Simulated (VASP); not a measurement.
# SiO2 (P6_422) in VASP: a series of runs, part 2 of 2

VASP 6.6.1.

## (3) Single point, LDA (strain -0.030 along x and y, +0.030 along z)

The input, INCAR:

```
SYSTEM = SiO2
PREC     = Accurate       ! precision mode
ENCUT    = 520            ! plane-wave cutoff, eV
EDIFF    = 1E-6           ! SCF threshold, eV
ISMEAR   = 0              ! smearing method
SIGMA    = 0.05           ! smearing width, eV
LREAL    = .False.        ! projectors in reciprocal space
LASPH    = .True.         ! aspherical terms in the spheres
NELM     = 60             ! most SCF steps
ALGO     = Normal         ! electronic algorithm
ISIF     = 2              ! what is computed and relaxed
LWAVE    = .False.        ! write WAVECAR
LCHARG   = .False.        ! write CHGCAR
NBANDS   = 34             ! bands
```

The input, KPOINTS:

```
regular mesh
0
Gamma
  6 6 4
  0 0 0
```

The input, POSCAR:

```
SiO2
1.0
    4.8875374386      0.0000000000      0.0000000000
   -2.4437687193      4.2327315837      0.0000000000
    0.0000000000      0.0000000000      5.6906006435
Si O
3 6
Direct
    0.0000000000      0.5000000000      0.3333333333
    0.5000000000      0.5000000000      0.6666666667
    0.5000000000      0.0000000000      0.0000000000
    0.5843949021      0.7921974511      0.8333333333
    0.7921974511      0.5843949021      0.5000000000
    0.7921974511      0.2078025489      0.1666666667
    0.4156050979      0.2078025489      0.8333333333
    0.2078025489      0.4156050979      0.5000000000
    0.2078025489      0.7921974511      0.1666666667
```

Potentials or basis: VASP PAW LDA potentials, release 64 (Si, O).

On the command line:

```console
$ cat potpaw_LDA.64/Si/POTCAR potpaw_LDA.64/O/POTCAR > POTCAR
$ mpirun -np 1 vasp_std > vasp.out
```

Wall time 68 s (1 thread of AMD EPYC 9R45 (Zen 5), shared host); peak memory 0.17 GiB.

It converged, with:

- Free energy: -77.6643 eV
- Pressure: 6.5 GPa
- Largest force: 0.337 eV/Å
- Band gap on the k mesh: 5.52 eV, indirect (least direct gap 5.62 eV)

Forces in eV/Å, atoms in the order of the input:
```
Si   0.000  0.000  0.000
Si   0.000  0.000  0.000
Si   0.000  0.000  0.000
O    0.292  0.169  0.000
O    0.000  0.337  0.000
O    0.292 -0.169  0.000
O   -0.292 -0.169  0.000
O    0.000 -0.337  0.000
O   -0.292  0.169  0.000
```

Stress tensor (GPa, compression positive):
```
7.84 0.00 0.00
0.00 7.84 0.00
0.00 0.00 3.86
```

Levels at points of the mesh, in eV from the valence-band top:
```tsv
k point	band 20	band 21	band 22	band 23	band 24	band 25	band 26	band 27	band 28	band 29
(0.00, 0.00, 0.00)	-1.20	-1.20	-0.55	-0.55	-0.10	5.52	8.70	8.70	9.10	9.10
(0.50, 0.00, 0.00)	-1.41	-1.28	-1.19	-0.50	-0.06	7.61	8.51	9.39	9.58	9.89
(0.00, 0.00, 0.50)	-2.14	-1.16	-0.48	0.00	0.00	7.29	7.29	7.99	9.46	9.46
(0.50, 0.00, 0.50)	-1.57	-1.05	-0.90	-0.88	-0.33	8.78	8.82	9.01	9.13	9.45
```

Caveat: the cell differs from its parent crystal (strain -0.030 along x and y, +0.030 along z).

## (4) Single point, LDA (strain +0.000 along x and y, -0.030 along z)

The input, INCAR:

```
SYSTEM = SiO2
ALGO = Normal ; EDIFF = 1E-6
ENCUT = 520 ; ISIF = 2
ISMEAR = 0 ; LASPH = .TRUE.
LCHARG = .FALSE. ; LREAL = .FALSE.
LWAVE = .FALSE. ; NBANDS = 34
NELM = 60 ; PREC = Accurate
SIGMA = 0.05
```

The input, KPOINTS:

```
k-points
0
G
  6 6 4
  0 0 0
```

POSCAR: that of step 3 with these lines changed.

```diff
@@ -2,5 +2,5 @@
 1.0
-    4.8875374386      0.0000000000      0.0000000000
-   -2.4437687193      4.2327315837      0.0000000000
-    0.0000000000      0.0000000000      5.6906006435
+    5.0386983903      0.0000000000      0.0000000000
+   -2.5193491952      4.3636408080      0.0000000000
+    0.0000000000      0.0000000000      5.3591093439
 Si O
```

On the command line:

```console
$ cat potpaw_LDA.64/Si/POTCAR potpaw_LDA.64/O/POTCAR > POTCAR
$ mpirun -np 1 vasp_std > vasp.out
```

Wall time 76 s (1 thread of AMD EPYC 9R45 (Zen 5), shared host); peak memory 0.18 GiB.

The run converged. Its results:

```
Free energy            : -77.7080 eV
Pressure               : 6.7 GPa
Largest force          : 0.226 eV/Å
Band gap on the k mesh : 5.62 eV, indirect (least direct gap 5.90 eV)
```

Forces in eV/Å, atoms in the order of the input:
```
Si   0.000  0.000  0.000
Si   0.000  0.000  0.000
Si   0.000  0.000  0.000
O    0.196  0.113  0.000
O    0.000  0.226  0.000
O    0.196 -0.113  0.000
O   -0.196 -0.113  0.000
O    0.000 -0.226  0.000
O   -0.196  0.113  0.000
```

Stress tensor (GPa, compression positive):
```
6.06 0.00 0.00
0.00 6.06 0.00
0.00 0.00 7.95
```

Levels at points of the mesh, in eV from the valence-band top:
```
           k point  band 20  band 21  band 22  band 23  band 24  band 25  band 26  band 27  band 28  band 29
(0.00, 0.00, 0.00)    -1.03    -1.03    -0.53    -0.53    -0.28     5.62     8.89     8.89     9.15     9.15
(0.50, 0.00, 0.00)    -1.27    -1.23    -1.04    -0.34     0.00     7.66     8.53     9.45     9.56     9.61
(0.00, 0.00, 0.50)    -1.90    -1.34    -0.23    -0.03    -0.03     7.51     7.51     8.38     9.93     9.93
(0.50, 0.00, 0.50)    -1.35    -0.99    -0.75    -0.68    -0.42     8.80     9.18     9.37     9.45     9.64
```

Caveat: the cell differs from its parent crystal (strain +0.000 along x and y, -0.030 along z). A k mesh can miss the band edges.

## (5) Single point, LDA (strain -0.015 along x and y, +0.000 along z)

The input, INCAR:

```
PREC = Accurate
ENCUT = 520
EDIFF = 1E-7
ISMEAR = 0
SIGMA = 0.05
LREAL = False
LASPH = True
NELM = 60
ALGO = Normal
ISIF = 2
LWAVE = False
LCHARG = False
GGA = CA
NBANDS = 34
```

The input, KPOINTS:

```
regular mesh
0
Gamma
  6 6 4
```

POSCAR: that of step 4 with these lines changed.

```diff
@@ -2,5 +2,5 @@
 1.0
-    5.0386983903      0.0000000000      0.0000000000
-   -2.5193491952      4.3636408080      0.0000000000
-    0.0000000000      0.0000000000      5.3591093439
+    4.9631179144      0.0000000000      0.0000000000
+   -2.4815589572      4.2981861959      0.0000000000
+    0.0000000000      0.0000000000      5.5248549937
 Si O
```

On the command line:

```console
$ cat potpaw_LDA.64/Si/POTCAR potpaw_LDA.64/O/POTCAR > POTCAR
$ mpirun -np 1 vasp_std > vasp.out
```

It took 82 s on 1 thread of AMD EPYC 9R45 (Zen 5), shared host; peak memory 0.19 GiB.

The run converged. Its results:

```
Free energy            : -77.7218 eV
Pressure               : 6.7 GPa
Largest force          : 0.279 eV/Å
Band gap on the k mesh : 5.61 eV, indirect (least direct gap 5.78 eV)
```

Forces on the atoms (eV/Å):
```
Si   0.000  0.000  0.000
Si   0.000  0.000  0.000
Si   0.000  0.000  0.000
O    0.242  0.140  0.000
O    0.000  0.279  0.000
O    0.242 -0.140  0.000
O   -0.242 -0.140  0.000
O    0.000 -0.279  0.000
O   -0.242  0.140  0.000
```

Stress tensor (GPa, compression positive):
```
6.93 0.00 0.00
0.00 6.93 0.00
0.00 0.00 6.10
```

Levels at points of the mesh, in eV from the valence-band top:
| k point | band 21 | band 22 | band 23 | band 24 | band 25 | band 26 | band 27 | band 28 |
| --- | --- | --- | --- | --- | --- | --- | --- | --- |
| (0.00, 0.00, 0.00) | -1.09 | -0.52 | -0.52 | -0.17 | 5.61 | 8.84 | 8.84 | 9.17 |
| (0.50, 0.00, 0.00) | -1.25 | -1.09 | -0.40 | -0.01 | 7.68 | 8.56 | 9.51 | 9.64 |
| (0.00, 0.00, 0.50) | -1.23 | -0.33 | 0.00 | 0.00 | 7.44 | 7.44 | 8.21 | 9.72 |
| (0.50, 0.00, 0.50) | -1.00 | -0.80 | -0.76 | -0.36 | 8.86 | 9.03 | 9.23 | 9.30 |

Caveat: the cell differs from its parent crystal (strain -0.015 along x and y, +0.000 along z). A k mesh can miss the band edges.

## (6) Single point, LDA (strain -0.015 along x and y, +0.015 along z)

The input, INCAR:

```
SYSTEM = SiO2
ALGO = Normal
EDIFF = 1E-6
ENCUT = 520
GGA = CA
ISIF = 2
ISMEAR = 0
LASPH = .True.
LCHARG = .False.
LREAL = .False.
LWAVE = .False.
NBANDS = 34
NELM = 100
PREC = Accurate
SIGMA = 0.05
```

The input, KPOINTS:

```
k-points
0
Gamma
  6 6 4
  0 0 0
```

POSCAR: that of step 5 with these lines changed.

```diff
@@ -4,3 +4,3 @@
    -2.4815589572      4.2981861959      0.0000000000
-    0.0000000000      0.0000000000      5.5248549937
+    0.0000000000      0.0000000000      5.6077278186
 Si O
```

Potentials or basis: VASP PAW LDA potentials, release 64 (Si, O).

On the command line:

```console
$ cat potpaw_LDA.64/Si/POTCAR potpaw_LDA.64/O/POTCAR > POTCAR
$ mpirun -np 1 vasp_std > vasp.out
```

It took 81 s on 1 thread of AMD EPYC 9R45 (Zen 5), shared host; peak memory 0.19 GiB.

Results (log left out):

| Quantity | Value |
| --- | --- |
| Free energy | -77.7700 eV |
| Pressure | 3.5 GPa |
| Largest force | 0.168 eV/Å |
| Band gap on the k mesh | 5.52 eV, indirect (least direct gap 5.66 eV) |

Forces in eV/Å, atoms in the order of the input:
```
Si   0.000  0.000  0.000
Si   0.000  0.000  0.000
Si   0.000  0.000  0.000
O    0.145  0.084  0.000
O    0.000  0.168  0.000
O    0.145 -0.084  0.000
O   -0.145 -0.084  0.000
O    0.000 -0.168  0.000
O   -0.145  0.084  0.000
```

Stress tensor (GPa, compression positive):
```
4.13 0.00 0.00
0.00 4.13 0.00
0.00 0.00 2.18
```

Levels at points of the mesh, in eV from the valence-band top:
```csv
k point,band 21,band 22,band 23,band 24,band 25,band 26,band 27,band 28
"(0.00, 0.00, 0.00)",-1.10,-0.52,-0.52,-0.14,5.52,8.73,8.73,9.07
"(0.50, 0.00, 0.00)",-1.23,-1.10,-0.42,-0.03,7.59,8.46,9.41,9.53
"(0.00, 0.00, 0.50)",-1.18,-0.38,0.00,0.00,7.32,7.32,8.10,9.54
"(0.50, 0.00, 0.50)",-1.00,-0.82,-0.79,-0.34,8.73,8.91,9.03,9.12
```

Caveat: the cell differs from its parent crystal (strain -0.015 along x and y, +0.015 along z). A k mesh can miss the band edges.

## (7) Single point, LDA (strain +0.000 along x and y, -0.015 along z)

The input, INCAR:

```
  PREC = Accurate
  ENCUT = 520
  EDIFF = 1E-6
  ISMEAR = 0
  SIGMA = 0.05
  LREAL = F
  LASPH = T
  NELM = 80
  ALGO = Normal
  ISIF = 2
  LWAVE = F
  LCHARG = T
  LELF = T
  LVHAR = T
  NBANDS = 34
```

The input, KPOINTS:

```
Automatic mesh
0
Gamma
  6 6 4
```

POSCAR: that of step 6 with these lines changed.

```diff
@@ -2,5 +2,5 @@
 1.0
-    4.9631179144      0.0000000000      0.0000000000
-   -2.4815589572      4.2981861959      0.0000000000
-    0.0000000000      0.0000000000      5.6077278186
+    5.0386983903      0.0000000000      0.0000000000
+   -2.5193491952      4.3636408080      0.0000000000
+    0.0000000000      0.0000000000      5.4419821688
 Si O
```

On the command line:

```console
$ cat potpaw_LDA.64/Si/POTCAR potpaw_LDA.64/O/POTCAR > POTCAR
$ mpirun -np 1 vasp_std > vasp.out
```

Run time: 88 s. Hardware: 1 thread of AMD EPYC 9R45 (Zen 5), shared host; peak memory 0.18 GiB.

It converged, with:

```yaml
Free_energy: -77.7800 eV
Pressure: 3.6 GPa
Largest_force: 0.114 eV/Å
Band_gap_on_the_k_mesh: 5.56 eV, indirect (least direct gap 5.80 eV)
```

Forces on the atoms (eV/Å):
```
Si   0.000  0.000  0.000
Si   0.000  0.000  0.000
Si   0.000  0.000  0.000
O    0.099  0.057  0.000
O    0.000  0.114  0.000
O    0.099 -0.057  0.000
O   -0.099 -0.057  0.000
O    0.000 -0.114  0.000
O   -0.099  0.057  0.000
```

Stress tensor (GPa, compression positive):
```
3.20 0.00 0.00
0.00 3.20 0.00
0.00 0.00 4.25
```

Levels at points of the mesh, in eV from the valence-band top:
```tsv
k point	band 22	band 23	band 24	band 25	band 26	band 27
(0.00, 0.00, 0.00)	-0.51	-0.51	-0.23	5.56	8.81	8.81
(0.50, 0.00, 0.00)	-1.03	-0.35	0.00	7.60	8.46	9.46
(0.00, 0.00, 0.50)	-0.26	-0.02	-0.02	7.42	7.42	8.29
(0.50, 0.00, 0.50)	-0.75	-0.70	-0.39	8.71	9.08	9.20
```

Caveat: the cell differs from its parent crystal (strain +0.000 along x and y, -0.015 along z). A k mesh can miss the band edges.

## (8) Overview

| cell | gap on the mesh (eV) | pressure (GPa) | largest force (eV/Å) |
| --- | --- | --- | --- |
| a = 4.963, b = 4.963, c = 5.442 Å, angles 90.0, 90.0, 120.0°, 9 atoms | 5.69 | 10.0 | 0.40 |
| a = 4.888, b = 4.888, c = 5.691 Å, angles 90.0, 90.0, 120.0°, 9 atoms | 5.52 | 6.5 | 0.34 |
| a = 5.039, b = 5.039, c = 5.359 Å, angles 90.0, 90.0, 120.0°, 9 atoms | 5.62 | 6.7 | 0.23 |
| a = 4.963, b = 4.963, c = 5.525 Å, angles 90.0, 90.0, 120.0°, 9 atoms | 5.61 | 6.7 | 0.28 |
| a = 4.963, b = 4.963, c = 5.608 Å, angles 90.0, 90.0, 120.0°, 9 atoms | 5.52 | 3.5 | 0.17 |
| a = 5.039, b = 5.039, c = 5.442 Å, angles 90.0, 90.0, 120.0°, 9 atoms | 5.56 | 3.6 | 0.11 |

Alike in all rows: task single point; level LDA; potentials or basis VASP PAW LDA potentials, release 64 (Si, O); no spin polarisation; k mesh 6 × 6 × 4; cutoff (eV) 520; smearing gaussian 0.05 eV.

Absolute energies hang on the potentials; compare differences alone.
